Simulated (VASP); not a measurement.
Input of a VASP 6.6.1 run:

File INCAR:

```
PREC = Accurate
ENCUT = 520
EDIFF = 1E-6
ISMEAR = 0
SIGMA = 0.05
LREAL = F
LASPH = T
NELM = 80
ALGO = Normal
ISIF = 2
LWAVE = F
LCHARG = T
GGA = CA
LELF = T
LVHAR = T
NBANDS = 17
```

KPOINTS

```
Automatic mesh
0
Gamma
  9 9 9
```

The input POSCAR:

```
LiHF2
1.0
    1.4211463380      0.8204992208      4.3945551996
   -1.4211463380      0.8204992208      4.3945551996
    0.0000000000     -1.6409984416      4.3945551996
Li H F
1 1 2
Direct
    0.0000000000      0.0000000000      0.0000000000
    0.5000000000      0.5000000000      0.5000000000
    0.4125119035      0.4125119035      0.4125119035
    0.5874880965      0.5874880965      0.5874880965
```

Potentials or basis: VASP PAW LDA potentials, release 64 (Li_sv, H, F).

The run is started by

```console
$ cat potpaw_LDA.64/Li_sv/POTCAR potpaw_LDA.64/H/POTCAR potpaw_LDA.64/F/POTCAR > POTCAR
$ mpirun -np 1 vasp_std > vasp.out
```

Problem. What does it give for the largest force?

Solution. 0.333 eV/Å.

Problem. Estimate the band gap on the k mesh.

Solution. 8.18 eV (least direct gap 8.38 eV).

Forces on the atoms (eV/Å):
```
Li   0.000  0.000  0.000
H    0.000  0.000  0.000
F    0.000  0.000  0.333
F    0.000  0.000 -0.333
```

Caveat: the cell differs from its parent crystal (strain -0.015 along x and y, +0.015 along z). A k mesh can miss the band edges.
